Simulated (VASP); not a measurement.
# Mg3BiSb (Cm) in VASP: single point with PBEsol

Aim: the single point of Mg3BiSb with PBEsol.

All numbers are computed with VASP 6.6.1; they aren't measurements. Logs are shortened: lines on timing, memory, paths and dates and some standing lists are left out, and cuts for length are marked.

## (1) The cell of the first run

Symmetry: Cm, No. 8, monoclinic system. The conventional cell has a = 7.976 Å, b = 13.798 Å, c = 7.268 Å, α = 90.00°, β = 90.04°, γ = 90.00°. Mg (site symmetry 1) has 2 Sb at 2.84 Å and 2 Bi at 2.90 to 3.01 Å and 3 Mg at 3.26 to 3.29 Å within 3.7 Å. Mg (site symmetry m) has 3 Sb at 2.84 to 2.94 Å and 1 Bi at 2.91 Å and 4 Mg at 3.24 to 3.64 Å within 3.7 Å. Mg (site symmetry m) has 1 Sb at 2.83 Å and 3 Bi at 2.89 to 3.00 Å and 3 Mg at 3.25 to 3.29 Å within 3.7 Å. Mg (site symmetry 1) has 2 Sb at 2.83 to 2.93 Å and 2 Bi at 2.90 Å and 3 Mg at 3.24 to 3.26 Å within 3.7 Å. Mg (site symmetry 1) has 3 Sb at 3.06 to 3.15 Å and 3 Bi at 3.08 to 3.17 Å and 6 Mg at 3.72 to 3.84 Å within 4.0 Å. Mg (site symmetry m) has 3 Sb at 3.02 to 3.05 Å and 3 Bi at 3.16 to 3.21 Å and 6 Mg at 3.64 to 3.93 Å within 4.0 Å. Within 3.8 Å of Bi (site symmetry 1) lie 7 Mg at 2.89 to 3.17 Å. Within 3.8 Å of Bi (site symmetry m) lie 7 Mg at 2.90 to 3.21 Å.

## (2) Single point, PBEsol

File INCAR:

```
PREC = Accurate
ENCUT = 520
EDIFF = 1E-6
ISMEAR = 0
SIGMA = 0.01
LREAL = Auto
LASPH = True
NELM = 60
ALGO = Normal
ISIF = 2
LWAVE = False
LCHARG = True
GGA = PS
LELF = True
LVHAR = True
NBANDS = 52
```

File KPOINTS:

```
regular mesh
0
Gamma
  2 2 2
```

File POSCAR:

```
Mg3BiSb
1.0
    0.0000000000      0.0026569319      7.2682503122
    6.8988701977      3.9881547663      0.0014603990
   -6.8988701977      3.9881547663      0.0014603990
Mg Bi Sb
9 3 3
Direct
    0.6316219506      0.3333224939      0.3369042664
    0.6316219506      0.6702375997     -0.0000108394
    0.6316562972     -0.0029069598      0.6637597069
    0.3726385805      0.3296660343      0.9963327010
    0.3708444159      0.6696940213      0.6668243586
    0.3708444159      0.0001576919      0.3363606880
   -0.0016840760     -0.0091516223     -0.0101443529
   -0.0016840760      0.3231889804      0.6575150443
   -0.0018179341      0.6856140407      0.3522807073
    0.2175773647      0.3338712421      0.3324317563
    0.2175773647      0.6657650896      0.0005379087
    0.7847108178      0.3339122444      1.0005789110
    0.2274178976      0.0007677121      0.6674343788
    0.7743375152      0.6662034382      0.6663246602
    0.7743375152     -0.0003420064      0.3328701048
```

Potentials or basis: VASP PAW PBE potentials, release 64 (Mg, Bi_d, Sb).

Launch:

```console
cat potpaw_PBE.64/Mg/POTCAR potpaw_PBE.64/Bi_d/POTCAR potpaw_PBE.64/Sb/POTCAR > POTCAR
mpirun -np 1 vasp_std > vasp.out
```

OUTCAR:

```text
PREC = Accurate
   ENCUT = 520
   EDIFF = 1E-6
   ISMEAR = 0
   LREAL = Auto
   LASPH = True
   NELM = 60
   ISIF = 2
   GGA = PS

 ion  position               nearest neighbor table
   1  0.632  0.333  0.337-  14 2.84  15 2.84  12 2.90  10 3.01   6 3.26   5 3.26   4 3.29
   2  0.632  0.670  1.000-  15 2.84  14 2.84  12 2.90  11 3.01   5 3.26   6 3.26   4 3.29
   3  0.632  0.997  0.664-  14 2.84  15 2.84  12 2.91  13 2.94   5 3.24   6 3.24   4 3.25   9 3.64

   4  0.373  0.330  0.996-  13 2.83  10 2.89  11 2.89  12 3.00   3 3.25   1 3.29   2 3.29
   5  0.371  0.670  0.667-  13 2.83  10 2.90  11 2.90  14 2.93   3 3.24   2 3.26   1 3.26
   6  0.371  0.000  0.336-  13 2.83  11 2.90  10 2.90  15 2.93   3 3.24   1 3.26   2 3.26
   7  0.998  0.991  0.990-  14 3.06  11 3.08  13 3.10  12 3.11  15 3.15  10 3.17
   8  0.998  0.323  0.658-  15 3.06  10 3.08  13 3.10  12 3.11  14 3.15  11 3.17
   9  0.998  0.686  0.352-  13 3.02  15 3.05  14 3.05  11 3.16  10 3.16  12 3.21   3 3.64
  10  0.218  0.334  0.332-   4 2.89   5 2.90   6 2.90   1 3.01   8 3.08   9 3.16   7 3.17
  11  0.218  0.666  0.001-   4 2.89   6 2.90   5 2.90   2 3.01   7 3.08   9 3.16   8 3.17
  12  0.785  0.334  0.001-   2 2.90   1 2.90   3 2.91   4 3.00   8 3.11   7 3.11   9 3.21
  13  0.227  0.001  0.667-   4 2.83   5 2.83   6 2.83   3 2.94   9 3.02   7 3.10   8 3.10
  14  0.774  0.666  0.666-   1 2.84   2 2.84   3 2.84   5 2.93   9 3.05   7 3.06   8 3.15
  15  0.774  1.000  0.333-   2 2.84   1 2.84   3 2.84   6 2.93   9 3.05   8 3.06   7 3.15

  LATTYP: Found a base centered monoclinic cell.
 ALAT       =     7.9763100674
 B/A-ratio  =     1.7298400236
 C/A-ratio  =     0.9112297211
 COS(beta)  =    -0.0007317372

  Lattice vectors:

 A1 = (  -6.8988701977,  -3.9881547663,  -0.0014603990)
 A2 = (   6.8988701977,  -3.9881547663,  -0.0014603990)
 A3 = (   0.0000000000,   0.0026569319,   7.2682503122)

Analysis of symmetry for initial positions (statically):
=====================================================================
 Subroutine PRICEL returns:
 Original cell was already a primitive cell.

 Routine SETGRP: Setting up the symmetry group for a
 base centered monoclinic supercell.

 Subroutine GETGRP returns: Found  2 space group operations
 (whereof  1 operations were pure point group operations)
 out of a pool of  4 trial point group operations.

The static configuration has the point symmetry C_1 .
 The point group associated with its full space group is C_1h.

Analysis of symmetry for dynamics (positions and initial velocities):
=====================================================================
 Subroutine PRICEL returns:
 Original cell was already a primitive cell.

 Routine SETGRP: Setting up the symmetry group for a
 base centered monoclinic supercell.

 Subroutine GETGRP returns: Found  2 space group operations
 (whereof  1 operations were pure point group operations)
 out of a pool of  4 trial point group operations.

The dynamic configuration has the point symmetry C_1 .
 The point group associated with its full space group is C_1h.

 Subroutine INISYM returns: Found  2 space group operations
 (whereof  1 operations are pure point group operations),
 and found     1 'primitive' translations

----------------------------------------------------------------------------------------

                                     Primitive cell

  volume of cell :     399.9538

  direct lattice vectors                    reciprocal lattice vectors
     0.000000000  0.002656932  7.268250312     0.000000000 -0.000050381  0.137584713
     6.898870198  3.988154766  0.001460399     0.072475635  0.125371280 -0.000045830
    -6.898870198  3.988154766  0.001460399    -0.072475635  0.125371280 -0.000045830

  length of vectors
     7.268250798  7.968675585  7.968675585     0.137584722  0.144812560  0.144812560

  position of ions in fractional coordinates (direct lattice)
     0.631621951  0.333322494  0.336904266
     0.631621951  0.670237600  0.999989161
     0.631656297  0.997093040  0.663759707
     0.372638581  0.329666034  0.996332701
     0.370844416  0.669694021  0.666824359
     0.370844416  0.000157692  0.336360688
     0.998315924  0.990848378  0.989855647
     0.998315924  0.323188980  0.657515044
     0.998182066  0.685614041  0.352280707
     0.217577365  0.333871242  0.332431756
     0.217577365  0.665765090  0.000537909
     0.784710818  0.333912244  0.000578911
     0.227417898  0.000767712  0.667434379
     0.774337515  0.666203438  0.666324660
     0.774337515  0.999657994  0.332870105

  ion indices of the primitive-cell ions
   primitive index   ion index
                 1           1
                 2           2
                 3           3
                 4           4
                 5           5
                 6           6
                 7           7
                 8           8
                 9           9
                10          10
                11          11
                12          12
                13          13
                14          14
                15          15

----------------------------------------------------------------------------------------

 KPOINTS: regular mesh

Automatic generation of k-mesh.
 Grid dimensions read from file:
 generate k-points for:    2    2    2

 Generating k-lattice:

  Cartesian coordinates                     Fractional coordinates (reciprocal lattice)
     0.000000000 -0.000025191  0.068792357     0.500000000  0.000000000  0.000000000
     0.036237818  0.062685640 -0.000022915    -0.000000000  0.500000000 -0.000000000
    -0.036237818  0.062685640 -0.000022915    -0.000000000 -0.000000000  0.500000000

  Length of vectors
     0.068792361  0.072406280  0.072406280

  Shift w.r.t. Gamma in fractional coordinates (k-lattice)
     0.000000000  0.000000000  0.000000000

 Subroutine IBZKPT returns following result:
 ===========================================

 Found      6 irreducible k-points:

 Following reciprocal coordinates:
            Coordinates               Weight
  0.000000  0.000000  0.000000      1.000000
  0.500000  0.000000  0.000000      1.000000
  0.000000  0.500000 -0.000000      2.000000
  0.500000  0.500000 -0.000000      2.000000
  0.000000  0.500000  0.500000      1.000000
  0.500000  0.500000  0.500000      1.000000
   k-points           NKPTS =      6   k-points in BZ     NKDIM =      6   number of bands    NBANDS=     52
   number of dos      NEDOS =    301   number of ions     NIONS =     15
   total plane-waves  NPLWV = 194400
   dimension x,y,z NGX =    54 NGY =   60 NGZ =   60
   dimension x,y,z NGXF=   108 NGYF=  120 NGZF=  120
   ions per type =               9   3   3
   NGX,Y,Z   is equivalent  to a cutoff of  12.35, 12.52, 12.52 a.u.
   NGXF,Y,Z  is equivalent  to a cutoff of  24.70, 25.03, 25.03 a.u.
 SYSTEM =  unknown system
   PREC   = accura    normal or accurate (medium, high low for compatibility)
   ISTART =      0    job   : 0-new  1-cont  2-samecut
   ICHARG =      2    charge: 1-file 2-atom 10-const
   ISPIN  =      1    spin polarized calculation?
   LNONCOLLINEAR =      F non collinear calculations
   LSORBIT =      F    spin-orbit coupling
   LASPH  =      T    aspherical Exc in radial PAW
   ENCUT  =  520.0 eV  38.22 Ry    6.18 a.u.  13.51 14.82 14.82*2*pi/ulx,y,z
   NELM   =     60;   NELMIN=  2; NELMDL= -5     # of ELM steps
   EDIFF  = 0.1E-05   stopping-criterion for ELM
   LREAL  =      T    real-space projection
   EDIFFG = 0.1E-04   stopping-criterion for IOM
   NSW    =      0    number of steps for IOM
[... 5 lines left out ...]
   TEBEG  =    0.0;   TEEND  =   0.0 temperature during run
   PSTRESS=    0.0 pullay stress
   NELECT =      78.0000    total number of electrons
   NUPDOWN=      -1.0000    fix difference up-down
   EMIN   =  10.00;   EMAX   =-10.00  energy-range for DOS
   EFERMI =   0.00;   METHOD = LEGACY
   ISMEAR =     0;   SIGMA  =   0.01  broadening in eV -4-tet -1-fermi 0-gaus
   EFERMI_NEDOS =   21; number of points for ismear=-14 and -15
   IALGO  =     38    algorithm
   IMIX   =      4    mixing-type and parameters
     AMIX     =   0.40;   BMIX     =  1.00
     AMIX_MAG =   1.60;   BMIX_MAG =  1.00
  volume/ion in A,a.u.               =      26.66       179.93
  Fermi-wavevector in a.u.,A,eV,Ry     =   0.949372  1.794053 12.263030  0.901307
  Thomas-Fermi vector in A             =   2.077649
   LORBIT       =      0    0 simple, 1 ext, 2 COOP (PROOUT), +10 PAW based schemes
   GGA     = PS    functional components
   LHFCALC =     F    Hartree Fock is set to
   AEXX    =    0.0000 exact exchange contribution
   IVDW    =     0    specifies the selected vdW correction
   LEPSILON=     F    determine dielectric tensor
   LRPA    =     F    only Hartree local field effects (RPA)
 non-spin polarized calculation
 Gauss-broadening in eV      SIGMA  =   0.01
  energy-cutoff  :      520.00
  volume of cell :      399.95
 maximum number of plane-waves:     10814
   NGX = 27   NGY = 29   NGZ = 29

 number of electron      77.9999987 magnetization

 Free energy of the ion-electron system (eV)
  ---------------------------------------------------
  ext. energy  EPLUGINS =         0.00000000
  ---------------------------------------------------
  free energy    TOTEN  =       -46.60506960 eV

  energy without entropy =      -46.60506960  energy(sigma->0) =      -46.60506960

 E-fermi :   4.6098     XC(G=0):  -9.0063

 val. band max:        4.5609117410   @ k =   0.0000   0.0000   0.0000
 cond. band min:       4.7554598619   @ k =   0.0000   0.0000   0.0000
 fundamental gap:      0.1945481209
 Fermi energy:         4.6097559176

 k-point     1 :       0.0000    0.0000    0.0000
  band No.  band energies     occupation
      1     -17.5675      2.00000
      2     -17.5637      2.00000
      3     -17.5500      2.00000
      4     -17.5402      2.00000
      5     -17.5399      2.00000
      6     -17.5355      2.00000
[... 43 lines left out ...]
     50       8.7134      0.00000
     51       8.7259      0.00000

 k-point     2 :       0.5000    0.0000    0.0000
  band No.  band energies     occupation
      1     -17.5673      2.00000
      2     -17.5636      2.00000
      3     -17.5505      2.00000
      4     -17.5400      2.00000
      5     -17.5394      2.00000
      6     -17.5355      2.00000
[... 43 lines left out ...]
     50       7.2408      0.00000
     51       7.2545      0.00000

 k-point     3 :       0.0000    0.5000   -0.0000
  band No.  band energies     occupation
      1     -17.5675      2.00000
      2     -17.5637      2.00000
      3     -17.5500      2.00000
      4     -17.5410      2.00000
      5     -17.5400      2.00000
      6     -17.5358      2.00000
[... 43 lines left out ...]
     50       7.4032      0.00000
     51       7.6039      0.00000

 k-point     4 :       0.5000    0.5000   -0.0000
  band No.  band energies     occupation
      1     -17.5673      2.00000
      2     -17.5636      2.00000
      3     -17.5505      2.00000
      4     -17.5405      2.00000
      5     -17.5397      2.00000
      6     -17.5358      2.00000
[... 43 lines left out ...]
     50       7.8712      0.00000
     51       7.8955      0.00000

 k-point     5 :       0.0000    0.5000    0.5000
  band No.  band energies     occupation
      1     -17.5675      2.00000
      2     -17.5637      2.00000
      3     -17.5500      2.00000
      4     -17.5414      2.00000
      5     -17.5389      2.00000
      6     -17.5370      2.00000
[... 43 lines left out ...]
     50       7.4928      0.00000
     51       7.5197      0.00000

 k-point     6 :       0.5000    0.5000    0.5000
  band No.  band energies     occupation
      1     -17.5673      2.00000
      2     -17.5636      2.00000
      3     -17.5504      2.00000
      4     -17.5410      2.00000
      5     -17.5386      2.00000
      6     -17.5370      2.00000
[... 43 lines left out ...]
     50       7.8865      0.00000
     51       7.8891      0.00000
 [bands above 51 left out]

------------------------ aborting loop because EDIFF is reached ----------------------------------------

  FORCE on cell =-STRESS in cart. coord.  units (eV):
  Direction    XX          YY          ZZ          XY          YZ          ZX
  --------------------------------------------------------------------------------------
  -------------------------------------------------------------------------------------
  Total        0.1512391      0.1252612     -0.7242136      0.0000000      0.0107708      0.0000000
  in kB        0.6058496      0.5017845     -2.9011320      0.0000000      0.0431469      0.0000000
  external PRESSURE =      -0.5978326 kB  Pullay stress =       0.0000000 kB

 VOLUME and BASIS-vectors are now :
 -----------------------------------------------------------------------------
  energy-cutoff  :      520.00
  volume of cell :      399.95
      direct lattice vectors                 reciprocal lattice vectors
     0.000000000  0.002656932  7.268250312     0.000000000 -0.000050381  0.137584713
     6.898870198  3.988154766  0.001460399     0.072475635  0.125371280 -0.000045830
    -6.898870198  3.988154766  0.001460399    -0.072475635  0.125371280 -0.000045830

 POSITION                                       TOTAL-FORCE (eV/Angst)
 -----------------------------------------------------------------------------------
     -0.02471      2.67465      4.59177         0.011611     -0.007162      0.009511
     -2.27491      6.66280      4.59323        -0.011611     -0.007162      0.009511
      2.29962      6.62542      4.59346        -0.000000      0.009844      0.013888
     -4.59925      5.28928      2.71037        -0.000000      0.014805     -0.021403
      0.01980      5.33123      2.69734        -0.011488     -0.007394     -0.022370
     -2.31942      1.34307      2.69588         0.011488     -0.007394     -0.022370
      0.00685      7.90201      7.25890        -0.001508      0.007550      0.003970
     -2.30647      3.91385      7.25744         0.001508      0.007550      0.003970
      2.29962      4.14194      7.25655        -0.000000     -0.018836      0.003162
      0.00993      2.65790      1.58238         0.006153     -0.002353     -0.048636
      4.58932      2.65790      1.58238        -0.006153     -0.002353     -0.048636
      2.29962      1.33609      5.70396        -0.000000      0.019918      0.064885
     -4.59925      2.66550      1.65391        -0.000000      0.003412     -0.014681
     -0.00084      5.31639      5.63002        -0.006418     -0.005213      0.034599
      4.60008      5.31639      5.63002         0.006418     -0.005213      0.034599
 -----------------------------------------------------------------------------------
    total drift:                                0.000001      0.009996      0.005363

  FREE ENERGIE OF THE ION-ELECTRON SYSTEM (eV)
  ---------------------------------------------------
  free  energy   TOTEN  =       -46.6050695952 eV

  energy  without entropy=      -46.6050695952  energy(sigma->0) =      -46.60506960
```

It took 3.2 min on 1 thread of AMD EPYC 7R13 (Zen 3), shared host; peak memory 0.44 GiB.

Results:

| Quantity | Value |
| --- | --- |
| Free energy | -46.6051 eV |
| Pressure | -0.1 GPa |
| Largest force | 0.068 eV/Å |
| Band gap on the k mesh | 0.19 eV, direct |

Forces in eV/Å, atoms in the order of the input:
```
Mg   0.012 -0.007  0.010
Mg  -0.012 -0.007  0.010
Mg   0.000  0.010  0.014
Mg   0.000  0.015 -0.021
Mg  -0.011 -0.007 -0.022
Mg   0.011 -0.007 -0.022
Mg  -0.002  0.008  0.004
Mg   0.002  0.008  0.004
Mg   0.000 -0.019  0.003
Bi   0.006 -0.002 -0.049
Bi  -0.006 -0.002 -0.049
Bi   0.000  0.020  0.065
Sb   0.000  0.003 -0.015
Sb  -0.006 -0.005  0.035
Sb   0.006 -0.005  0.035
```

Stress tensor (GPa, compression positive):
```
 0.06  0.00  0.00
 0.00  0.05  0.00
 0.00  0.00 -0.29
```

Levels at points of the mesh, in eV from the valence-band top:
| k point | band 37 | band 38 | band 39 | band 40 | band 41 | band 42 |
| --- | --- | --- | --- | --- | --- | --- |
| (0.00, 0.00, 0.00) | -0.36 | -0.34 | 0.00 | 0.19 | 0.20 | 0.46 |
| (0.50, 0.00, 0.00) | -0.76 | -0.65 | -0.65 | 1.35 | 1.42 | 1.51 |
| (0.00, 0.50, 0.00) | -0.97 | -0.84 | -0.79 | 0.26 | 1.57 | 1.58 |
| (0.50, 0.50, 0.00) | -1.53 | -1.49 | -1.42 | 0.41 | 1.08 | 1.62 |
| (0.00, 0.50, 0.50) | -0.89 | -0.88 | -0.84 | 0.27 | 1.56 | 1.58 |
| (0.50, 0.50, 0.50) | -1.55 | -1.51 | -1.43 | 0.42 | 1.07 | 1.60 |

Caveat: the k points lie up to 0.45 Å⁻¹ apart; the PAW data sets were made with another functional, which shifts forces and pressure a little; spin-orbit coupling is left out, which moves the levels of the heavy elements. A k mesh can miss the band edges.
